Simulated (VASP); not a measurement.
A run of VASP 6.6.1 is set up as follows.

Contents of POSCAR:

```
VAu
1.0
    1.4229827356      0.8215594655      4.3974525730
   -1.4229827356      0.8215594655      4.3974525730
    0.0000000000     -1.6431189310      4.3974525730
Au V
1 1
Direct
    0.0000000000      0.0000000000      0.0000000000
    0.5000000000      0.5000000000      0.5000000000
```

The input INCAR.step1:

```
SYSTEM = VAu
PREC = Accurate
ENCUT = 520
ISMEAR = -1
SIGMA = 0.05
LREAL = .False.
LASPH = .True.
NELM = 150
ISPIN = 2
MAGMOM = 0 2
LMAXMIX = 4
NBANDS = 23
GGA = PE
ALGO = Normal
EDIFF = 1E-4
LWAVE = .True.
LCHARG = .False.
```

Contents of INCAR.step2:

```
SYSTEM = VAu
PREC = Accurate
ENCUT = 520
EDIFF = 1E-7
ISMEAR = -1
SIGMA = 0.05
LREAL = .False.
LASPH = .True.
NELM = 150
ALGO = Normal
ISIF = 2
LWAVE = .False.
LCHARG = .False.
ISPIN = 2
MAGMOM = 0 2
LORBIT = 11
LMAXMIX = 4
METAGGA = R2SCAN
LMIXTAU = .True.
NBANDS = 23
ISTART = 1
```

The input KPOINTS:

```
regular mesh
0
Gamma
  11 11 11
  0 0 0
```

Potentials or basis: VASP PAW PBE potentials, release 64 (Au, V_sv).

The run is started by

```console
$ cat potpaw_PBE.64/Au/POTCAR potpaw_PBE.64/V_sv/POTCAR > POTCAR
$ cp INCAR.step1 INCAR
$ mpirun -np 1 vasp_std > vasp.out
$ cp INCAR.step2 INCAR
$ mpirun -np 1 vasp_std > vasp.out
```

**Question.** What does it give for the band gap on the k mesh?

**Answer.** Zero (filled and empty bands overlap).

**Question.** What does it give for the net moment?

**Answer.** 0.00 μB per cell.

**Question.** Estimate the pressure.

**Answer.** 1.1 GPa.

Stress tensor (GPa, compression positive):
```
-3.55  0.00  0.00
 0.00 -3.55  0.00
 0.00  0.00 10.41
```

Caveat: the PAW data sets were made with another functional, which shifts forces and pressure a little; spin-orbit coupling is left out, which moves the levels of the heavy elements.
